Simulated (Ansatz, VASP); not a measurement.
**One calculation of BN, two programs**

INCAR

```
  PREC = Accurate
  ENCUT = 520
  EDIFF = 1E-6
  ISMEAR = -1
  SIGMA = 0.02
  LREAL = F
  LASPH = T
  NELM = 100
  ALGO = Normal
  ISIF = 2
  LWAVE = F
  LCHARG = F
  GGA = PE
  NBANDS = 16
```

KPOINTS

```
Automatic mesh
0
Gamma
  12 12 6
```

POSCAR

```
BN
1.0
    2.4913353474      0.0000000000      0.0000000000
   -1.2456676737      2.1575597002      0.0000000000
    0.0000000000      0.0000000000      3.9818540983
B N
2 2
Direct
    0.0000000000      0.0000000000      0.0000000000
    0.0000000000      0.0000000000      0.5000000000
    0.3333333333      0.6666666667      0.2500000000
    0.6666666667      0.3333333333      0.7500000000
```

Input for Ansatz:

```yaml
crystal:
  lattice:
    - [2.4913353474, 0.0, 0.0]
    - [-1.2456676737, 2.1575597002, 0.0]
    - [0.0, 0.0, 3.9818540983]
  atoms:
    - { symbol: B, position: [0.0, 0.0, 0.0] }
    - { symbol: B, position: [0.0, 0.0, 0.5] }
    - { symbol: "N", position: [0.3333333333, 0.6666666667, 0.25] }
    - { symbol: "N", position: [0.6666666667, 0.3333333333, 0.75] }
kpoints:
  mp_grid: { grid: [12, 12, 6] }
  band_path:
    path:
      - [0.0, 0.0, 0.0]
      - [0.5, 0.0, 0.0]
      - [0.3333333333, 0.3333333333, 0.0]
      - [0.0, 0.0, 0.5]
      - [0.5, 0.0, 0.5]
      - [0.3333333333, 0.3333333333, 0.5]
      - [0.0, 0.1666666667, 0.0]
      - [0.25, 0.25, 0.1666666667]
    npoints: 1
hamiltonian:
  xc: pbe
scf:
  occupations: { method: fermi_dirac, width: 0.02 }
  n_extra_bands: 5
output:
  forces: true
  stress: true
  eigenvalues: true
```

Change from the starting cell: uniaxial_z strain -0.5%.

Alike in both runs: task single point; functional PBE; k mesh 12 × 12 × 6; occupations fermi-dirac, width 0.02 eV; no spin polarisation.

|  | VASP | Ansatz |
| --- | --- | --- |
| version | VASP 6.6.1 | Ansatz 0.2.0 |
| potentials or method | VASP PAW PBE potentials, release 64 (B, N) | plane waves, PAW |
| plane-wave cutoff (eV) | 520 | 420 |
| valence electrons in the cell | 16 | 16 |

|  | VASP | Ansatz | Ansatz less VASP |
| --- | --- | --- | --- |
| gap on the k mesh at the Fermi level (eV) | 1.67 | 1.67 | 0.000 |
| pressure (GPa) | 6.5 | 6.7 | +0.20 |
| traceless stress, the component that is largest in VASP (GPa) | 4.98 | 5.12 | +0.139 |
